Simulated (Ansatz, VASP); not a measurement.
W in VASP and in Ansatz

Contents of INCAR:

```
PREC = Accurate
ENCUT = 500
EDIFF = 1E-7
ISMEAR = 0
SIGMA = 0.1
LREAL = False
LASPH = True
NELM = 120
ALGO = Normal
ISIF = 3
LWAVE = False
LCHARG = False
GGA = PE
IBRION = 2
NSW = 80
EDIFFG = -0.05
GGA_COMPAT = False
NELMIN = 4
```

Contents of KPOINTS:

```
regular mesh
0
Gamma
  8 8 8
```

The input POSCAR:

```
W
1.0
   -1.6365553594      1.6365553594      1.6365553594
    1.6365553594     -1.6365553594      1.6365553594
    1.6365553594      1.6365553594     -1.6365553594
W
1
Direct
    0.0000000000      0.0000000000      0.0000000000
```

Input for Ansatz:

```yaml
crystal:
  lattice:
    - [-1.6365553594, 1.6365553594, 1.6365553594]
    - [1.6365553594, -1.6365553594, 1.6365553594]
    - [1.6365553594, 1.6365553594, -1.6365553594]
  atoms:
    - { symbol: W, position: [0.0, 0.0, 0.0] }
basis:
  ecutwfc: 420
kpoints:
  mp_grid: { grid: [8, 8, 8] }
hamiltonian:
  xc: pbe
scf:
  occupations: { method: gaussian, width: 0.1 }
output:
  forces: true
  stress: true
  eigenvalues: true
relax:
  adjacent_minimum: "off"
  f_tol: 0.05
  max_steps: 60
  cell: { stress_tol: 0.5 }
```

Alike in both runs: task relaxation of cell and atoms; functional PBE; k mesh 8 × 8 × 8; occupations gaussian, width 0.1 eV; no spin polarisation.

|  | VASP | Ansatz |
| --- | --- | --- |
| version | VASP 6.6.1 | Ansatz 0.2.0 |
| potentials or method | VASP PAW PBE potentials, release 64 (W_sv), cutoff 500 eV | scalar-relativistic, plane waves, PAW |
| valence electrons in the cell | 14 | 14 |

```tsv
	VASP	Ansatz	Ansatz less VASP
gap on the k mesh at the Fermi level, each at its own relaxed structure (eV)	none	none	-
relaxed volume (Å³/atom)	16.18	16.17	-0.009
relaxed cell length with the largest relative difference (Å)	2.760	2.759	-0.0005
```

A gap of «none» marks a metal or a gap that the smearing closes.

Spin-orbit coupling is off throughout.
